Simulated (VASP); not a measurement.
# Ni: single point with PBE

Ni:

```xyz
3
Lattice="3.9868 0.0000 0.0000 -1.9934 3.4527 0.0000 0.0000 0.0000 2.4223" Properties=species:S:1:pos:R:3 pbc="T T T"
Ni    0.0000    0.0000    0.0000
Ni    0.0000    2.3018    1.2112
Ni    1.9934    1.1509    1.2112
```

- Program: VASP 6.6.1
- Task: single point
- Functional: PBE
- Potentials or basis: VASP PAW PBE potentials, release 64 (Ni)
- Cutoff: 520 eV
- k mesh: 6 × 6 × 6
- Occupations: gaussian, width 0.1 eV
- Spin: collinear spin, ferromagnetic start
- Starting moments: [0.78, 0.85, 0.85] μB

```
Pressure                                              : 0.0 GPa
Net moment                                            : 1.93 μB per cell
Site moments                                          : Ni +0.62, +0.67 μB
Valence electrons inside the program's atomic spheres : Ni 9.23, 9.32
```

Stress tensor (GPa, compression positive):
```
-0.06  0.00  0.00
 0.00 -0.06  0.00
 0.00  0.00  0.16
```

Levels at points of the mesh, in eV from the Fermi level:
Spin up:
```tsv
k point	band 12	band 13	band 14	band 15	band 16	band 17	band 18	band 19	band 20	band 21
(0.00, 0.00, 0.00)	-1.51	-1.50	-1.50	-0.45	-0.45	6.01	6.01	6.04	6.04	8.27
(0.50, 0.00, 0.00)	-0.94	-0.75	-0.74	-0.69	-0.69	-0.51	0.15	6.13	15.46	15.50
(0.00, 0.00, 0.50)	-0.81	-0.73	-0.73	-0.08	0.89	1.62	9.79	10.10	10.10	11.30
(0.50, 0.00, 0.50)	-1.07	-0.73	-0.50	-0.32	1.75	1.77	5.00	5.39	8.30	9.37
```
Spin down:
| k point | band 11 | band 12 | band 13 | band 14 | band 15 | band 16 | band 17 | band 18 |
| --- | --- | --- | --- | --- | --- | --- | --- | --- |
| (0.00, 0.00, 0.00) | -0.85 | -0.85 | -0.81 | -0.81 | 0.28 | 0.28 | 6.27 | 6.27 |
| (0.50, 0.00, 0.00) | -0.72 | -0.26 | -0.03 | -0.01 | 0.01 | 0.10 | 0.11 | 0.30 |
| (0.00, 0.00, 0.50) | -0.11 | -0.11 | 0.08 | 0.08 | 0.74 | 1.38 | 2.17 | 9.82 |
| (0.50, 0.00, 0.50) | -0.72 | -0.25 | -0.03 | 0.15 | 0.51 | 1.92 | 2.15 | 5.27 |

Wall time 57 s on 1 thread of Intel(R) Xeon(R) Platinum 8259CL CPU @ 2.50GHz (Skylake/Cascade Lake), on a shared host, peak memory 0.17 GiB.

Caveat: the k points lie up to 0.43 Å⁻¹ apart.
